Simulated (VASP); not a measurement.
A run of VASP 6.6.1:

File POSCAR:

```
CaSe
1.0
    0.0000000000      3.2886947340      3.2886947340
    3.2886947340      0.0000000000      3.2886947340
    3.2886947340      3.2886947340      0.0000000000
Ca Se
1 1
Direct
    0.0000000000      0.0000000000      0.0000000000
    0.2500000000      0.2500000000      0.2500000000
```

Contents of INCAR.step1:

```
SYSTEM = CaSe
ALGO = Normal
EDIFF = 1E-5
ENCUT = 520
GGA = PE
ISIF = 2
ISMEAR = -1
LASPH = .TRUE.
LCHARG = .FALSE.
LREAL = .FALSE.
LWAVE = .TRUE.
NBANDS = 15
NELM = 60
PREC = Accurate
SIGMA = 0.02
```

File INCAR.step2:

```
SYSTEM = CaSe
ALGO = Normal
EDIFF = 1E-6
ENCUT = 520
GGA = PE
HFSCREEN = 0.2079
ISIF = 2
ISMEAR = -1
ISTART = 1
LASPH = .TRUE.
LCHARG = .FALSE.
LHFCALC = .TRUE.
LREAL = .FALSE.
LWAVE = .FALSE.
NBANDS = 15
NELM = 60
PREC = Accurate
PRECFOCK = Normal
SIGMA = 0.02
```

KPOINTS

```
k-points
0
G
  4 4 4
  0 0 0
```

Potentials or basis: VASP PAW PBE potentials, release 64 (Ca_sv, Se).

Launch:

```sh
$ cat potpaw_PBE.64/Ca_sv/POTCAR potpaw_PBE.64/Se/POTCAR > POTCAR
$ cp INCAR.step1 INCAR
$ mpirun -np 1 vasp_std > vasp.out
$ cp INCAR.step2 INCAR
$ mpirun -np 1 vasp_std > vasp.out
```

Hardware: 1 thread of Intel Xeon 8259CL, on a shared host.

**Question.** Estimate the wall time of this run.

**Answer.** Run time: 14 min on 1 thread of Intel Xeon 8259CL, with other jobs on the host, peak memory 0.31 GiB. Counts: k points 8.
